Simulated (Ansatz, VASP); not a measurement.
# Two plane-wave programs on Li2HgI4

```
CELL_PARAMETERS angstrom
6.41434 0.00000 0.00000
-3.20717 5.55498 0.00000
0.00000 0.00000 9.09160
ATOMIC_POSITIONS crystal
Li 0.33333 0.66667 0.00000
Li 0.66667 0.33333 0.00000
Hg 0.00000 0.00000 0.50000
I 0.33333 0.66667 0.27925
I 0.33333 0.66667 0.72075
I 0.66667 0.33333 0.72075
I 0.66667 0.33333 0.27925
```

Alike in both runs: functional PBE; k mesh 3 × 3 × 2; occupations gaussian, width 0.15 eV; no spin polarisation.

Ansatz relaxed the structure, and its values are those at the end. VASP's run is a single point on that final structure, the one shown.

|  | VASP | Ansatz |
| --- | --- | --- |
| version | VASP 6.6.1 | Ansatz 0.2.0 |
| potentials or method | VASP PAW PBE potentials, release 64 (Li_sv, Hg, I), cutoff 520 eV | scalar-relativistic, plane waves, PAW |
| valence electrons in the cell | 46 | 94 |

Ansatz gave:

- gap on the k mesh at the Fermi level (eV): none
- rms of the force components (eV/Å): 0.027

Question: Which values does VASP return?

Answer: gap on the k mesh at the Fermi level (eV): none; rms of the force components (eV/Å): 0.023.

A gap of «none» marks a metal or a gap that the smearing closes. VASP's potentials hold 46 valence electrons a cell and Ansatz's 94, so a difference there can come from the potentials and not from the codes.

The k mesh is coarse, so the values compare programs but aren't converged. Spin-orbit coupling is off throughout. Noted on VASP's run: the cutoff is short for stress, so the pressure is rough.
